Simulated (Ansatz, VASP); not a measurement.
**One calculation of Al2BN3, two programs**

Contents of INCAR:

```
PREC = Accurate
ENCUT = 600
EDIFF = 1E-6
ISMEAR = 0
SIGMA = 0.1
LREAL = False
LASPH = True
NELM = 100
ALGO = Normal
ISIF = 3
LWAVE = False
LCHARG = False
GGA = PE
IBRION = 2
NSW = 90
EDIFFG = -0.04
```

The input KPOINTS:

```
regular mesh
0
Gamma
  6 6 2
```

File POSCAR:

```
Al2BN3
1.0
    3.1171191642      0.0000000000      0.0000000000
   -1.5585595821      2.6995043828      0.0000000000
    0.0000000000      0.0000000000     12.8811433884
Al B N
4 2 6
Direct
    0.3333333333      0.6666666667      0.0911893585
    0.3333333333      0.6666666667      0.4088106415
    0.6666666667      0.3333333333      0.5911893585
    0.6666666667      0.3333333333      0.9088106415
    0.3333333333      0.6666666667      0.7500000000
    0.6666666667      0.3333333333      0.2500000000
    0.3333333333      0.6666666667      0.2500000000
    0.3333333333      0.6666666667      0.5890936981
    0.3333333333      0.6666666667      0.9109063019
    0.6666666667      0.3333333333      0.0890936981
    0.6666666667      0.3333333333      0.4109063019
    0.6666666667      0.3333333333      0.7500000000
```

Input for Ansatz:

```yaml
crystal:
  lattice:
    - [3.1171191642, 0.0, 0.0]
    - [-1.5585595821, 2.6995043828, 0.0]
    - [0.0, 0.0, 12.8811433884]
  atoms:
    - { symbol: Al, position: [0.3333333333, 0.6666666667, 0.0911893585] }
    - { symbol: Al, position: [0.3333333333, 0.6666666667, 0.4088106415] }
    - { symbol: Al, position: [0.6666666667, 0.3333333333, 0.5911893585] }
    - { symbol: Al, position: [0.6666666667, 0.3333333333, 0.9088106415] }
    - { symbol: B, position: [0.3333333333, 0.6666666667, 0.75] }
    - { symbol: B, position: [0.6666666667, 0.3333333333, 0.25] }
    - { symbol: "N", position: [0.3333333333, 0.6666666667, 0.25] }
    - { symbol: "N", position: [0.3333333333, 0.6666666667, 0.5890936981] }
    - { symbol: "N", position: [0.3333333333, 0.6666666667, 0.9109063019] }
    - { symbol: "N", position: [0.6666666667, 0.3333333333, 0.0890936981] }
    - { symbol: "N", position: [0.6666666667, 0.3333333333, 0.4109063019] }
    - { symbol: "N", position: [0.6666666667, 0.3333333333, 0.75] }
basis:
  ecutwfc: 420
kpoints:
  mp_grid: { grid: [6, 6, 2] }
hamiltonian:
  xc: pbe
scf:
  occupations: { method: gaussian, width: 0.1 }
  lower_state_search: "off"
output:
  forces: true
  stress: true
  eigenvalues: true
relax:
  adjacent_minimum: "off"
  f_tol: 0.04
  max_steps: 70
  cell: { stress_tol: 0.4 }
```

Alike in both runs: task relaxation of cell and atoms; functional PBE; k mesh 6 × 6 × 2; occupations gaussian, width 0.1 eV; no spin polarisation.

|  | VASP | Ansatz |
| --- | --- | --- |
| version | VASP 6.6.1 | Ansatz 0.2.0 |
| potentials or method | VASP PAW PBE potentials, release 64 (Al, B, N), cutoff 600 eV | scalar-relativistic, plane waves, PAW |
| valence electrons in the cell | 48 | 48 |

|  | VASP | Ansatz | Ansatz less VASP |
| --- | --- | --- | --- |
| gap on the k mesh at the Fermi level, each at its own relaxed structure (eV) | 1.82 | 1.82 | -0.003 |
| relaxed volume (Å³/atom) | 9.03 | 9.03 | 0.000 |
| relaxed length of the cell vector where the two differ most in proportion (Å) | 3.117 | 3.117 | 0.0000 |

Noted on VASP's run: the relaxation stopped at its first step, so nothing moved.
